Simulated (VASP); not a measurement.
Ga: single point with revPBE

The system is Ga.

```
CELL_PARAMETERS angstrom
-2.55092 2.35961 1.41082
2.35961 -2.55092 1.41082
3.00772 3.00772 -1.76121
ATOMIC_POSITIONS crystal
Ga 0.98927 0.01073 0.00000
Ga 0.76073 0.23927 0.50000
```

```
Program                : VASP 6.6.1
Task                   : single point
Functional             : revPBE
Potentials or basis    : VASP PAW PBE potentials, release 64 (Ga_d)
Cutoff                 : 500 eV
k mesh                 : 22 × 22 × 13
Occupations            : fermi-dirac, width 0.1 eV
Spin                   : no spin polarisation
Dipole correction      : no
Further INCAR settings : ALGO = Normal; EDIFF = 1e-06; NBANDS = 20
```

```
Pressure               : 0.3 GPa
Largest force          : 0.005 eV/Å
Band gap on the k mesh : zero (bands 13 and 14 overlap by 7.70 eV)
```

Forces on the atoms (eV/Å):
```
Ga   0.004 -0.004  0.000
Ga  -0.004  0.004  0.000
```

Stress tensor (GPa, compression positive):
```
 0.15  0.23 -0.09
 0.23  0.15 -0.09
-0.09 -0.09  0.55
```

Levels at points of the mesh, in eV from the Fermi level:
```csv
k point,band 10,band 11,band 12,band 13,band 14,band 15,band 16,band 17
"(0.00, 0.00, 0.00)",-14.61,-10.62,-1.65,-1.56,1.25,4.93,9.49,10.16
"(0.50, 0.00, 0.00)",-14.63,-4.12,-3.52,-1.59,-1.32,2.11,3.74,5.06
"(0.50, 0.50, 0.00)",-14.67,-7.81,-7.17,1.38,2.26,2.33,2.75,7.76
```

Run time: 7.8 min on 1 thread of Intel(R) Xeon(R) 6975P-C (Granite Rapids) (shared host), peak memory 0.98 GiB.

Caveat: the PAW data sets were made with another functional, which shifts forces and pressure a little.
